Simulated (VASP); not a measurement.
Input of a VASP 6.6.1 run:

Contents of POSCAR:

```
Be
1.0
    2.3004348782      0.0000000000      0.0000000000
   -1.1502174391      1.9922350443      0.0000000000
    0.0000000000      0.0000000000      3.6079371156
Be
2
Direct
    0.6666666667      0.3333333333      0.7500000000
    0.3333333333      0.6666666667      0.2500000000
```

File INCAR.step1:

```
ALGO = Normal ; EDIFF = 1E-4
ENCUT = 520 ; GGA = PE
ISMEAR = -1 ; LASPH = T
LCHARG = F ; LREAL = F
LWAVE = T ; NBANDS = 9
NELM = 100 ; PREC = Accurate
SIGMA = 0.05
```

File INCAR.step2:

```
ALGO = Normal ; EDIFF = 1E-7
ENCUT = 520 ; ISIF = 2
ISMEAR = -1 ; ISTART = 1
LASPH = T ; LCHARG = F
LMIXTAU = T ; LREAL = F
LWAVE = F ; METAGGA = R2SCAN
NBANDS = 9 ; NELM = 100
PREC = Accurate ; SIGMA = 0.05
```

KPOINTS

```
k-points
0
Gamma
  13 13 8
```

Potentials or basis: VASP PAW PBE potentials, release 64 (Be).

Launch:

```console
$ cat potpaw_PBE.64/Be/POTCAR > POTCAR
$ cp INCAR.step1 INCAR
$ mpirun -np 1 vasp_std > vasp.out
$ cp INCAR.step2 INCAR
$ mpirun -np 1 vasp_std > vasp.out
```

(1) Estimate the pressure.

(2) What does it give for the band gap on the k mesh?

## Answers

(1) -4.9 GPa.

(2) zero (bands 2 and 3 overlap by 1.73 eV).

Caveat: the cell stands under tension; the PAW data sets were made with another functional, which shifts forces and pressure a little.
